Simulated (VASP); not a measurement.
NiO: single point with LDA

NiO:

```xyz
2
Lattice="0.0000 2.1134 2.1134 2.1134 0.0000 2.1134 2.1134 2.1134 0.0000" Properties=species:S:1:pos:R:3 pbc="T T T"
Ni    0.0000    0.0000    0.0000
O     2.1134    2.1134    2.1134
```

* Program: VASP 6.6.1
* Task: single point
* Functional: LDA
* Potentials or basis: VASP PAW LDA potentials, release 64 (Ni_sv_GW, O)
* Cutoff: 700 eV
* k mesh: 11 × 11 × 11
* Occupations: fermi-dirac, width 0.05 eV
* Spin: collinear spin, ferromagnetic start
* Starting moments: [1.0, 0.0] μB

The pressure is -26.1 GPa. The net moment is 0.25 μB per cell and the site moments are Ni +0.21; O +0.03 μB. The valence electrons inside the program's atomic spheres are Ni 16.20; O 4.88.

Levels at points of the mesh, in eV from the Fermi level:
Spin up:
```tsv
k point	band 9	band 10	band 11	band 12	band 13	band 14	band 15	band 16
(0.00, 0.00, 0.00)	-1.74	-1.74	-1.74	-1.65	-1.65	1.46	17.59	18.68
```
Spin down:
| k point | band 9 | band 10 | band 11 | band 12 | band 13 | band 14 | band 15 | band 16 |
| --- | --- | --- | --- | --- | --- | --- | --- | --- |
| (0.00, 0.00, 0.00) | -1.60 | -1.60 | -1.60 | -1.37 | -1.37 | 1.51 | 17.60 | 18.73 |

Wall time 60 s on 1 thread of Intel(R) Xeon(R) Platinum 8559C (Emerald Rapids), on a shared host, peak memory 0.2 GiB.

Caveat: the cell stands under tension; semilocal functionals often make such compounds metallic where correlation or magnetic order opens a gap, which also shifts bond lengths. With open d or f shells a metallic result of LDA can be an artefact of self-interaction; +U or a hybrid may open a gap.
